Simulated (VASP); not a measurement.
# TaSi (zincblende type) (F-43m) in VASP: further runs

TaSi (zincblende type) is run at these levels: PBE; tasks: single point, relaxation of cell and atoms.

Program: VASP 6.6.1. These are calculated values, not measurements. Logs are shortened: lines on timing, memory, paths and dates and some standing lists are left out, and cuts for length are marked.

**1. The cell of the first run**

The structure is cubic, space group F-43m (No. 216). Conventional cell: a = 5.790 Å, b = 5.790 Å, c = 5.790 Å, α = 90.00°, β = 90.00°, γ = 90.00°. Ta (site symmetry -43m) has 4 Si at 2.51 Å within 3.3 Å. Si (site symmetry -43m) has 4 Ta at 2.51 Å within 3.3 Å.

**2. Single point, PBE**

Contents of INCAR:

```
ALGO = Normal
EDIFF = 1E-7
ENCUT = 520
GGA = PE
ISIF = 2
ISMEAR = -1
LASPH = T
LCHARG = F
LREAL = F
LWAVE = F
NBANDS = 14
NELM = 100
PREC = Accurate
SIGMA = 0.05
```

Contents of KPOINTS:

```
k-points
0
Gamma
  11 11 11
```

Contents of POSCAR:

```
TaSi
1.0
    0.0000000000      2.8949381328      2.8949381328
    2.8949381328      0.0000000000      2.8949381328
    2.8949381328      2.8949381328      0.0000000000
Ta Si
1 1
Direct
    0.0000000000      0.0000000000      0.0000000000
    0.2500000000      0.2500000000      0.2500000000
```

Potentials or basis: VASP PAW PBE potentials, release 64 (Ta_pv, Si).

Run with:

```console
> cat potpaw_PBE.64/Ta_pv/POTCAR potpaw_PBE.64/Si/POTCAR > POTCAR
> mpirun -np 1 vasp_std > vasp.out
```

OUTCAR:

```text
EDIFF = 1E-7
   ENCUT = 520
   GGA = PE
   ISIF = 2
   ISMEAR = -1
   LASPH = T
   LREAL = F
   NELM = 100
   PREC = Accurate

 ion  position               nearest neighbor table
   1  0.000  0.000  0.000-   2 2.51   2 2.51   2 2.51   2 2.51
   2  0.250  0.250  0.250-   1 2.51   1 2.51   1 2.51   1 2.51

  LATTYP: Found a face centered cubic cell.
 ALAT       =     5.7898762656

  Lattice vectors:

 A1 = (   0.0000000000,   2.8949381328,   2.8949381328)
 A2 = (   2.8949381328,   0.0000000000,   2.8949381328)
 A3 = (   2.8949381328,   2.8949381328,   0.0000000000)

Analysis of symmetry for initial positions (statically):
=====================================================================
 Subroutine PRICEL returns:
 Original cell was already a primitive cell.

 Routine SETGRP: Setting up the symmetry group for a
 face centered cubic supercell.

 Subroutine GETGRP returns: Found 24 space group operations
 (whereof 24 operations were pure point group operations)
 out of a pool of 48 trial point group operations.

The static configuration has the point symmetry T_d .

Analysis of symmetry for dynamics (positions and initial velocities):
=====================================================================
 Subroutine PRICEL returns:
 Original cell was already a primitive cell.

 Routine SETGRP: Setting up the symmetry group for a
 face centered cubic supercell.

 Subroutine GETGRP returns: Found 24 space group operations
 (whereof 24 operations were pure point group operations)
 out of a pool of 48 trial point group operations.

The dynamic configuration has the point symmetry T_d .

 Subroutine INISYM returns: Found 24 space group operations
 (whereof 24 operations are pure point group operations),
 and found     1 'primitive' translations

----------------------------------------------------------------------------------------

                                     Primitive cell

  volume of cell :      48.5230

  direct lattice vectors                    reciprocal lattice vectors
     0.000000000  2.894938133  2.894938133    -0.172715263  0.172715263  0.172715263
     2.894938133  0.000000000  2.894938133     0.172715263 -0.172715263  0.172715263
     2.894938133  2.894938133  0.000000000     0.172715263  0.172715263 -0.172715263

  length of vectors
     4.094060770  4.094060770  4.094060770     0.299151610  0.299151610  0.299151610

  position of ions in fractional coordinates (direct lattice)
     0.000000000  0.000000000  0.000000000
     0.250000000  0.250000000  0.250000000

  ion indices of the primitive-cell ions
   primitive index   ion index
                 1           1
                 2           2

----------------------------------------------------------------------------------------

 KPOINTS: k-points

Automatic generation of k-mesh.
 Grid dimensions read from file:
 generate k-points for:   11   11   11

 Generating k-lattice:

  Cartesian coordinates                     Fractional coordinates (reciprocal lattice)
    -0.015701388  0.015701388  0.015701388     0.090909091  0.000000000  0.000000000
     0.015701388 -0.015701388  0.015701388     0.000000000  0.090909091  0.000000000
     0.015701388  0.015701388 -0.015701388     0.000000000  0.000000000  0.090909091

  Length of vectors
     0.027195601  0.027195601  0.027195601

  Shift w.r.t. Gamma in fractional coordinates (k-lattice)
     0.000000000  0.000000000  0.000000000

 Subroutine IBZKPT returns following result:
 ===========================================

 Found     56 irreducible k-points:

 Following reciprocal coordinates:
            Coordinates               Weight
  0.000000  0.000000  0.000000      1.000000
  0.090909  0.000000  0.000000      8.000000
  0.181818  0.000000  0.000000      8.000000
  0.272727  0.000000  0.000000      8.000000
  0.363636  0.000000  0.000000      8.000000
  0.454545  0.000000  0.000000      8.000000
[... 16 lines left out ...]
 -0.272727  0.181818  0.000000     24.000000
 -0.181818  0.181818  0.000000     12.000000
 [... further k-points ...]
   k-points           NKPTS =     56   k-points in BZ     NKDIM =     56   number of bands    NBANDS=     14
   number of dos      NEDOS =    301   number of ions     NIONS =      2
   total plane-waves  NPLWV =  27000
   dimension x,y,z NGX =    30 NGY =   30 NGZ =   30
   dimension x,y,z NGXF=    60 NGYF=   60 NGZF=   60
   ions per type =               1   1
   NGX,Y,Z   is equivalent  to a cutoff of  12.18, 12.18, 12.18 a.u.
   NGXF,Y,Z  is equivalent  to a cutoff of  24.36, 24.36, 24.36 a.u.
 SYSTEM =  unknown system
   PREC   = accura    normal or accurate (medium, high low for compatibility)
   ISTART =      0    job   : 0-new  1-cont  2-samecut
   ICHARG =      2    charge: 1-file 2-atom 10-const
   ISPIN  =      1    spin polarized calculation?
   LNONCOLLINEAR =      F non collinear calculations
   LSORBIT =      F    spin-orbit coupling
   LASPH  =      T    aspherical Exc in radial PAW
   ENCUT  =  520.0 eV  38.22 Ry    6.18 a.u.   7.61  7.61  7.61*2*pi/ulx,y,z
   NELM   =    100;   NELMIN=  2; NELMDL= -5     # of ELM steps
   EDIFF  = 0.1E-06   stopping-criterion for ELM
   LREAL  =      F    real-space projection
   EDIFFG = 0.1E-05   stopping-criterion for IOM
   NSW    =      0    number of steps for IOM
   IBRION =     -1    ionic relax: 0-MD 1-quasi-New 2-CG
   NFREE  =      0    steps in history (QN), initial steepest desc. (CG)
   ISIF   =      2    stress and relaxation
   ISYM   =      2    0-nonsym 1-usesym 2-fastsym
   POTIM  = 0.5000    time-step for ionic-motion
   TEBEG  =    0.0;   TEEND  =   0.0 temperature during run
   PSTRESS=    0.0 pullay stress
   NELECT =      15.0000    total number of electrons
   NUPDOWN=      -1.0000    fix difference up-down
   EMIN   =  10.00;   EMAX   =-10.00  energy-range for DOS
   EFERMI =   0.00;   METHOD = LEGACY
   ISMEAR =    -1;   SIGMA  =   0.05  broadening in eV -4-tet -1-fermi 0-gaus
   EFERMI_NEDOS =   21; number of points for ismear=-14 and -15
   IALGO  =     38    algorithm
   IMIX   =      4    mixing-type and parameters
     AMIX     =   0.40;   BMIX     =  1.00
     AMIX_MAG =   1.60;   BMIX_MAG =  1.00
  volume/ion in A,a.u.               =      24.26       163.72
  Fermi-wavevector in a.u.,A,eV,Ry     =   1.106936  2.091806 16.671327  1.225308
  Thomas-Fermi vector in A             =   2.243444
   LORBIT       =      0    0 simple, 1 ext, 2 COOP (PROOUT), +10 PAW based schemes
   GGA     = PE    functional components
   LHFCALC =     F    Hartree Fock is set to
   AEXX    =    0.0000 exact exchange contribution
   IVDW    =     0    specifies the selected vdW correction
   LEPSILON=     F    determine dielectric tensor
   LRPA    =     F    only Hartree local field effects (RPA)
 non-spin polarized calculation
  energy-cutoff  :      520.00
  volume of cell :       48.52
 maximum number of plane-waves:      1326
   NGX = 15   NGY = 15   NGZ = 15

 number of electron      15.0000003 magnetization

 Free energy of the ion-electron system (eV)
  ---------------------------------------------------
  ext. energy  EPLUGINS =         0.00000000
  ---------------------------------------------------
  free energy    TOTEN  =       -15.18939538 eV

  energy without entropy =      -15.17530314  energy(sigma->0) =      -15.18234926

 E-fermi :   3.5555     XC(G=0):  -9.8242

 val. band max:        3.5200576057   @ k =   0.1818   0.1818   0.0000
 cond. band min:       3.6071154230   @ k =  -0.4545   0.2727   0.0909
 fundamental gap:      0.0870578173
 Fermi energy:         3.5554832144

 k-point     1 :       0.0000    0.0000    0.0000
  band No.  band energies     occupation
      1     -31.2795      2.00000
      2     -31.2795      2.00000
      3     -31.2795      2.00000
      4      -5.4622      2.00000
      5       1.3735      2.00000
      6       1.3735      2.00000
      7       1.3735      2.00000
      8       4.1242      0.00002
      9       4.1242      0.00002
     10       8.1401      0.00000
     11      10.3688      0.00000
     12      10.3688      0.00000
     13      10.3688      0.00000
     14      11.9970      0.00000

 k-point     2 :       0.0909    0.0000    0.0000
  band No.  band energies     occupation
      1     -31.2825      2.00000
      2     -31.2800      2.00000
      3     -31.2800      2.00000
      4      -5.3586      2.00000
      5       1.2478      2.00000
      6       1.4210      2.00000
      7       1.4210      2.00000
      8       4.0872      0.00005
      9       4.0873      0.00005
     10       8.3847      0.00000
     11       9.7130      0.00000
     12      10.3927      0.00000
     13      10.3927      0.00000
     14      11.7730      0.00000

 k-point     3 :       0.1818    0.0000    0.0000
  band No.  band energies     occupation
      1     -31.2903      2.00000
      2     -31.2812      2.00000
      3     -31.2812      2.00000
      4      -5.0638      2.00000
      5       0.9453      2.00000
      6       1.5385      2.00000
      7       1.5385      2.00000
      8       4.0353      0.00014
      9       4.0353      0.00014
     10       8.1103      0.00000
     11       9.1694      0.00000
     12      10.1416      0.00000
     13      10.1416      0.00000
     14      11.4242      0.00000
[... 324 lines left out ...]
 k-point    23 :      -0.2727    0.1818    0.0000
  band No.  band energies     occupation
      1     -31.3062      2.00000
      2     -31.2917      2.00000
      3     -31.2844      2.00000
      4      -4.0457      2.00000
      5       0.4643      2.00000
      6       1.4474      2.00000
      7       1.9386      2.00000
      8       3.7878      0.01901
      9       4.5517      0.00000
     10       5.3933      0.00000
     11       7.5109      0.00000
     12       9.2775      0.00000
     13      10.3963      0.00000
     14      11.6511      0.00000

 k-point    24 :      -0.1818    0.1818    0.0000
  band No.  band energies     occupation
      1     -31.2999      2.00000
      2     -31.2883      2.00000
      3     -31.2827      2.00000
      4      -4.4798      2.00000
      5       0.5915      2.00000
      6       1.5563      2.00000
      7       1.7909      2.00000
      8       3.7016      0.10215
      9       4.4353      0.00000
     10       6.4319      0.00000
     11       8.0914      0.00000
     12      10.1341      0.00000
     13      10.4301      0.00000
     14      11.0591      0.00000

 [... further k-points ...]
[... 5 lines left out ...]
  --------------------------------------------------------------------------------------
  -------------------------------------------------------------------------------------
  Total       -0.2815293     -0.2815293     -0.2815293      0.0000000      0.0000000      0.0000000
  in kB       -9.2957913     -9.2957913     -9.2957913      0.0000000      0.0000000      0.0000000
  external PRESSURE =      -9.2957913 kB  Pullay stress =       0.0000000 kB

 VOLUME and BASIS-vectors are now :
 -----------------------------------------------------------------------------
  energy-cutoff  :      520.00
  volume of cell :       48.52
      direct lattice vectors                 reciprocal lattice vectors
     0.000000000  2.894938133  2.894938133    -0.172715263  0.172715263  0.172715263
     2.894938133  0.000000000  2.894938133     0.172715263 -0.172715263  0.172715263
     2.894938133  2.894938133  0.000000000     0.172715263  0.172715263 -0.172715263

 POSITION                                       TOTAL-FORCE (eV/Angst)
 -----------------------------------------------------------------------------------
      0.00000      0.00000      0.00000        -0.000000     -0.000000     -0.000000
      1.44747      1.44747      1.44747         0.000000      0.000000      0.000000
 -----------------------------------------------------------------------------------
    total drift:                                0.000000      0.000000      0.000000

  FREE ENERGIE OF THE ION-ELECTRON SYSTEM (eV)
  ---------------------------------------------------
  free  energy   TOTEN  =       -15.1893953817 eV

  energy  without entropy=      -15.1753031373  energy(sigma->0) =      -15.18234926
```

It took 20 s on 1 thread of Intel Xeon Platinum 8559C (Emerald Rapids), shared host; peak memory 0.19 GiB.

Results:

- Free energy: -15.1894 eV
- Pressure: -0.9 GPa

Levels at points of the mesh, in eV from the Fermi level:
```tsv
k point	band 4	band 5	band 6	band 7	band 8	band 9	band 10	band 11
(0.00, 0.00, 0.00)	-9.02	-2.18	-2.18	-2.18	0.57	0.57	4.58	6.81
```

Caveat: spin-orbit coupling is left out, which moves the levels of the heavy elements.

**3. Single point, PBE**

Contents of INCAR:

```
SYSTEM = TaSi
PREC = Accurate
ENCUT = 520
EDIFF = 1E-7
ISMEAR = -1
SIGMA = 0.05
LREAL = .FALSE.
LASPH = .TRUE.
NELM = 100
ALGO = Normal
ISIF = 2
LWAVE = .FALSE.
LCHARG = .TRUE.
GGA = PE
LELF = .TRUE.
LVHAR = .TRUE.
NBANDS = 14
```

Contents of KPOINTS:

```
regular mesh
0
G
  11 11 11
  0 0 0
```

Contents of POSCAR:

```
TaSi
1.0
    0.0000000000      2.8943181028      2.8943181028
    2.8943181028      0.0000000000      2.8943181028
    2.8943181028      2.8943181028      0.0000000000
Ta Si
1 1
Direct
    0.0000000000      0.0000000000      0.0000000000
    0.2500000000      0.2500000000      0.2500000000
```

Potentials or basis: VASP PAW PBE potentials, release 64 (Ta_pv, Si).

Run with:

```console
> cat potpaw_PBE.64/Ta_pv/POTCAR potpaw_PBE.64/Si/POTCAR > POTCAR
> mpirun -np 1 vasp_std > vasp.out
```

Wall time 20 s (1 thread of Intel Xeon Platinum 8559C (Emerald Rapids), shared host); peak memory 0.19 GiB.

Results (log left out):

| Item | Value |
| --- | --- |
| Free energy | -15.1896 eV |
| Pressure | -0.9 GPa |

Levels at points of the mesh, in eV from the Fermi level:
```
           k point  band 5  band 6  band 7  band 8  band 9  band 10
(0.00, 0.00, 0.00)   -2.18   -2.18   -2.18    0.57    0.57     4.59
```

Caveat: spin-orbit coupling is left out, which moves the levels of the heavy elements.

(Continued in part 2 of 2.)
